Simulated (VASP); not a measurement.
# H (P4/mmm) in VASP: a series of runs, part 2 of 2

VASP 6.6.1.

## Step 4: Single point, PBEsol (strain -0.040 along x and y, -0.040 along z)

INCAR reads:

```
SYSTEM = H
PREC     = Accurate       ! precision mode
ENCUT    = 520            ! plane-wave cutoff, eV
EDIFF    = 1E-7           ! SCF threshold, eV
ISMEAR   = 0              ! smearing method
SIGMA    = 0.05           ! smearing width, eV
LREAL    = .False.        ! projectors in reciprocal space
LASPH    = .True.         ! aspherical terms in the spheres
NELM     = 80             ! most SCF steps
ALGO     = Normal         ! electronic algorithm
ISIF     = 2              ! what is computed and relaxed
LWAVE    = .False.        ! write WAVECAR
LCHARG   = .False.        ! write CHGCAR
GGA      = PS             ! functional
NBANDS   = 6              ! bands
```

KPOINTS reads:

```
Automatic mesh
0
Gamma
  10 10 26
  0 0 0
```

POSCAR reads:

```
H
1.0
    2.5436531893      0.0000000000      0.0000000000
    0.0000000000      2.5436531893      0.0000000000
    0.0000000000      0.0000000000      0.9412732032
H
1
Direct
    0.0000000000      0.0000000000      0.5000000000
```

Potentials or basis: VASP PAW PBE potentials, release 64 (H).

On the command line:

```sh
$ cat potpaw_PBE.64/H/POTCAR > POTCAR
$ mpirun -np 1 vasp_std > vasp.out
```

OUTCAR:

```text
SYSTEM = H
   PREC = Accurate
   ENCUT = 520
   EDIFF = 1E-7
   ISMEAR = 0
   LREAL = .False.
   LASPH = .True.
   NELM = 80
   ISIF = 2
   GGA = PS

 ion  position               nearest neighbor table
   1  0.000  0.000  0.500-

  LATTYP: Found a simple tetragonal cell.
 ALAT       =     2.5436531893
 C/A-ratio  =     0.3700477751

  Lattice vectors:

 A1 = (   2.5436531893,   0.0000000000,   0.0000000000)
 A2 = (   0.0000000000,   2.5436531893,   0.0000000000)
 A3 = (   0.0000000000,   0.0000000000,   0.9412732032)

Analysis of symmetry for initial positions (statically):
=====================================================================
 Subroutine PRICEL returns:
 Original cell was already a primitive cell.

 Routine SETGRP: Setting up the symmetry group for a
 simple tetragonal supercell.

 Subroutine GETGRP returns: Found 16 space group operations
 (whereof 16 operations were pure point group operations)
 out of a pool of 16 trial point group operations.

The static configuration has the point symmetry D_4h.

Analysis of symmetry for dynamics (positions and initial velocities):
=====================================================================
 Subroutine PRICEL returns:
 Original cell was already a primitive cell.

 Routine SETGRP: Setting up the symmetry group for a
 simple tetragonal supercell.

 Subroutine GETGRP returns: Found 16 space group operations
 (whereof 16 operations were pure point group operations)
 out of a pool of 16 trial point group operations.

The dynamic configuration has the point symmetry D_4h.

 Subroutine INISYM returns: Found 16 space group operations
 (whereof 16 operations are pure point group operations),
 and found     1 'primitive' translations

----------------------------------------------------------------------------------------

                                     Primitive cell

  volume of cell :       6.0902

  direct lattice vectors                    reciprocal lattice vectors
     2.543653189  0.000000000  0.000000000     0.393135355  0.000000000  0.000000000
     0.000000000  2.543653189  0.000000000     0.000000000  0.393135355  0.000000000
     0.000000000  0.000000000  0.941273203     0.000000000  0.000000000  1.062390809

  length of vectors
     2.543653189  2.543653189  0.941273203     0.393135355  0.393135355  1.062390809

  position of ions in fractional coordinates (direct lattice)
     0.000000000  0.000000000  0.500000000

  ion indices of the primitive-cell ions
   primitive index   ion index
                 1           1

----------------------------------------------------------------------------------------

 KPOINTS: Automatic mesh

Automatic generation of k-mesh.
 Grid dimensions read from file:
 generate k-points for:   10   10   26

 Generating k-lattice:

  Cartesian coordinates                     Fractional coordinates (reciprocal lattice)
     0.039313536  0.000000000  0.000000000     0.100000000  0.000000000  0.000000000
     0.000000000  0.039313536  0.000000000     0.000000000  0.100000000  0.000000000
     0.000000000  0.000000000  0.040861185     0.000000000  0.000000000  0.038461538

  Length of vectors
     0.039313536  0.039313536  0.040861185

  Shift w.r.t. Gamma in fractional coordinates (k-lattice)
     0.000000000  0.000000000  0.000000000

 Subroutine IBZKPT returns following result:
 ===========================================

 Found    294 irreducible k-points:

 Following reciprocal coordinates:
            Coordinates               Weight
  0.000000  0.000000  0.000000      1.000000
  0.100000  0.000000  0.000000      4.000000
  0.200000  0.000000  0.000000      4.000000
  0.300000  0.000000  0.000000      4.000000
  0.400000  0.000000  0.000000      4.000000
  0.500000  0.000000  0.000000      2.000000
[... 16 lines left out ...]
  0.100000  0.000000  0.038462      8.000000
  0.200000  0.000000  0.038462      8.000000
 [... further k-points ...]
   k-points           NKPTS =    294   k-points in BZ     NKDIM =    294   number of bands    NBANDS=      6
   number of dos      NEDOS =    301   number of ions     NIONS =      1
   total plane-waves  NPLWV =   3200
   dimension x,y,z NGX =    20 NGY =   20 NGZ =    8
   dimension x,y,z NGXF=    40 NGYF=   40 NGZF=   16
   ions per type =               1
   NGX,Y,Z   is equivalent  to a cutoff of  13.07, 13.07, 14.13 a.u.
   NGXF,Y,Z  is equivalent  to a cutoff of  26.14, 26.14, 28.26 a.u.
 SYSTEM =  H
   PREC   = accura    normal or accurate (medium, high low for compatibility)
   ISTART =      0    job   : 0-new  1-cont  2-samecut
   ICHARG =      2    charge: 1-file 2-atom 10-const
   ISPIN  =      1    spin polarized calculation?
   LNONCOLLINEAR =      F non collinear calculations
   LSORBIT =      F    spin-orbit coupling
   LASPH  =      T    aspherical Exc in radial PAW
   ENCUT  =  520.0 eV  38.22 Ry    6.18 a.u.   4.73  4.73  1.75*2*pi/ulx,y,z
   NELM   =     80;   NELMIN=  2; NELMDL= -5     # of ELM steps
   EDIFF  = 0.1E-06   stopping-criterion for ELM
   LREAL  =      F    real-space projection
   EDIFFG = 0.1E-05   stopping-criterion for IOM
   NSW    =      0    number of steps for IOM
   IBRION =     -1    ionic relax: 0-MD 1-quasi-New 2-CG
   NFREE  =      0    steps in history (QN), initial steepest desc. (CG)
   ISIF   =      2    stress and relaxation
   ISYM   =      2    0-nonsym 1-usesym 2-fastsym
   POTIM  = 0.5000    time-step for ionic-motion
   TEBEG  =    0.0;   TEEND  =   0.0 temperature during run
   PSTRESS=    0.0 pullay stress
   NELECT =       1.0000    total number of electrons
   NUPDOWN=      -1.0000    fix difference up-down
   EMIN   =  10.00;   EMAX   =-10.00  energy-range for DOS
   EFERMI =   0.00;   METHOD = LEGACY
   ISMEAR =     0;   SIGMA  =   0.05  broadening in eV -4-tet -1-fermi 0-gaus
   EFERMI_NEDOS =   21; number of points for ismear=-14 and -15
   IALGO  =     38    algorithm
   IMIX   =      4    mixing-type and parameters
     AMIX     =   0.40;   BMIX     =  1.00
     AMIX_MAG =   1.60;   BMIX_MAG =  1.00
  volume/ion in A,a.u.               =       6.09        41.10
  Fermi-wavevector in a.u.,A,eV,Ry     =   0.896460  1.694064 10.934197  0.803641
  Thomas-Fermi vector in A             =   2.018921
   LORBIT       =      0    0 simple, 1 ext, 2 COOP (PROOUT), +10 PAW based schemes
   GGA     = PS    functional components
   LHFCALC =     F    Hartree Fock is set to
   AEXX    =    0.0000 exact exchange contribution
   IVDW    =     0    specifies the selected vdW correction
   LEPSILON=     F    determine dielectric tensor
   LRPA    =     F    only Hartree local field effects (RPA)
 non-spin polarized calculation
 Gauss-broadening in eV      SIGMA  =   0.05
  energy-cutoff  :      520.00
  volume of cell :        6.09
 maximum number of plane-waves:       180
 NGX is ok and might be reduce to    20
   NGX =  9   NGY =  9   NGZ =  3

 number of electron       1.0000001 magnetization

 Free energy of the ion-electron system (eV)
  ---------------------------------------------------
  ext. energy  EPLUGINS =         0.00000000
  ---------------------------------------------------
  free energy    TOTEN  =        -2.92748420 eV

  energy without entropy =       -2.92747950  energy(sigma->0) =       -2.92748185

 E-fermi :  -0.7197     XC(G=0):  -7.3603

 val. band max:       -0.7942222136   @ k =   0.5000   0.5000   0.2308
 cond. band min:      -0.6451210272   @ k =   0.0000   0.0000   0.2692
 fundamental gap:      0.1491011864
 Fermi energy:        -0.7196716246

 k-point     1 :       0.0000    0.0000    0.0000
  band No.  band energies     occupation
      1     -12.8368      2.00000
      2       9.3436      0.00000
      3      15.5361      0.00000
      4      15.5361      0.00000
      5      18.5157      0.00000
      6      37.8700      0.00000

 k-point     2 :       0.1000    0.0000    0.0000
  band No.  band energies     occupation
      1     -12.7028      2.00000
      2       8.2313      0.00000
      3      14.8112      0.00000
      4      15.7390      0.00000
      5      21.0845      0.00000
      6      34.4032      0.00000
[... 190 lines left out ...]
 k-point    24 :       0.2000    0.0000    0.0385
  band No.  band energies     occupation
      1     -12.0787      2.00000
      2       6.1020      0.00000
      3      15.0274      0.00000
      4      16.5848      0.00000
      5      25.9433      0.00000
      6      31.0040      0.00000

 [... further k-points ...]

------------------------ aborting loop because EDIFF is reached ----------------------------------------

  FORCE on cell =-STRESS in cart. coord.  units (eV):
  Direction    XX          YY          ZZ          XY          YZ          ZX
  --------------------------------------------------------------------------------------
  -------------------------------------------------------------------------------------
  Total        0.0857717      0.0857717      0.6726431      0.0000000      0.0000000      0.0000000
  in kB       22.5643740     22.5643740    176.9553761      0.0000000      0.0000000      0.0000000
  external PRESSURE =      74.0280413 kB  Pullay stress =       0.0000000 kB

 VOLUME and BASIS-vectors are now :
 -----------------------------------------------------------------------------
  energy-cutoff  :      520.00
  volume of cell :        6.09
      direct lattice vectors                 reciprocal lattice vectors
     2.543653189  0.000000000  0.000000000     0.393135355  0.000000000  0.000000000
     0.000000000  2.543653189  0.000000000     0.000000000  0.393135355  0.000000000
     0.000000000  0.000000000  0.941273203     0.000000000  0.000000000  1.062390809

 POSITION                                       TOTAL-FORCE (eV/Angst)
 -----------------------------------------------------------------------------------
      0.00000      0.00000      0.47064         0.000000      0.000000      0.000000
 -----------------------------------------------------------------------------------
    total drift:                               -0.000000      0.000000     -0.000000

  FREE ENERGIE OF THE ION-ELECTRON SYSTEM (eV)
  ---------------------------------------------------
  free  energy   TOTEN  =        -2.9274841976 eV

  energy  without entropy=       -2.9274794987  energy(sigma->0) =       -2.92748185
```

Run time: 5.9 s. Hardware: 1 thread of AMD EPYC 7R13 (Zen 3), shared host; peak memory 0.08 GiB.

What came out:

| Quantity | Value |
| --- | --- |
| Free energy | -2.9275 eV |
| Pressure | 7.4 GPa |

Stress tensor (GPa, compression positive):
```
 2.26  0.00  0.00
 0.00  2.26  0.00
 0.00  0.00 17.70
```

Caveat: the cell differs from its parent crystal (strain -0.040 along x and y, -0.040 along z); the PAW data sets were made with another functional, which shifts forces and pressure a little.

## Step 5: Single point, PBEsol (strain +0.000 along x and y, -0.040 along z)

INCAR: that of step 4 with these lines changed.

```diff
@@ -3,3 +3,3 @@
 ENCUT    = 520            ! plane-wave cutoff, eV
-EDIFF    = 1E-7           ! SCF threshold, eV
+EDIFF    = 1E-6           ! SCF threshold, eV
 ISMEAR   = 0              ! smearing method
@@ -8,3 +8,3 @@
 LASPH    = .True.         ! aspherical terms in the spheres
-NELM     = 80             ! most SCF steps
+NELM     = 100            ! most SCF steps
 ALGO     = Normal         ! electronic algorithm
```

KPOINTS reads:

```
regular mesh
0
Gamma
  10 10 26
  0 0 0
```

POSCAR reads:

```
H
1.0
    2.6496387389      0.0000000000      0.0000000000
    0.0000000000      2.6496387389      0.0000000000
    0.0000000000      0.0000000000      0.9412732032
H
1
Direct
    0.0000000000      0.0000000000      0.5000000000
```

On the command line:

```sh
$ cat potpaw_PBE.64/H/POTCAR > POTCAR
$ mpirun -np 1 vasp_std > vasp.out
```

Run time: 6.1 s. Hardware: 1 thread of AMD EPYC 7R13 (Zen 3), shared host; peak memory 0.08 GiB.

It converged, with:

```yaml
Free_energy: -2.9339 eV
Pressure: 6.4 GPa
```

Stress tensor (GPa, compression positive):
```
 1.23  0.00  0.00
 0.00  1.23  0.00
 0.00  0.00 16.78
```

Levels at points of the mesh, in eV from the Fermi level:
```tsv
k point	band 1	band 2	band 3
(0.00, 0.00, 0.00)	-11.90	9.00	14.91
(0.50, 0.00, 0.00)	-10.48	1.94	15.67
(0.50, 0.50, 0.00)	-9.35	5.74	5.74
(0.00, 0.00, 0.50)	26.58	33.83	49.43
(0.50, 0.00, 0.50)	27.44	36.09	44.24
(0.50, 0.50, 0.50)	28.13	37.96	47.97
```

Caveat: the cell differs from its parent crystal (strain +0.000 along x and y, -0.040 along z); the PAW data sets were made with another functional, which shifts forces and pressure a little.

## Step 6: Summary

| cell | gap on the mesh (eV) | pressure (GPa) |
| --- | --- | --- |
| a = 2.438, b = 2.438, c = 1.059 Å, 1 atom | none | -5.9 |
| a = 2.544, b = 2.544, c = 0.980 Å, 1 atom | none | 2.1 |
| a = 2.544, b = 2.544, c = 0.941 Å, 1 atom | none | 7.4 |
| a = 2.650, b = 2.650, c = 0.941 Å, 1 atom | none | 6.4 |

Alike in all rows: task single point; level PBEsol; potentials or basis VASP PAW PBE potentials, release 64 (H); no spin polarisation; k mesh 10 × 10 × 26; cutoff (eV) 520; smearing gaussian 0.05 eV.

Caveats: the PAW data sets were made with another functional, which shifts forces and pressure a little.

Absolute energies hang on the potentials; compare differences alone.
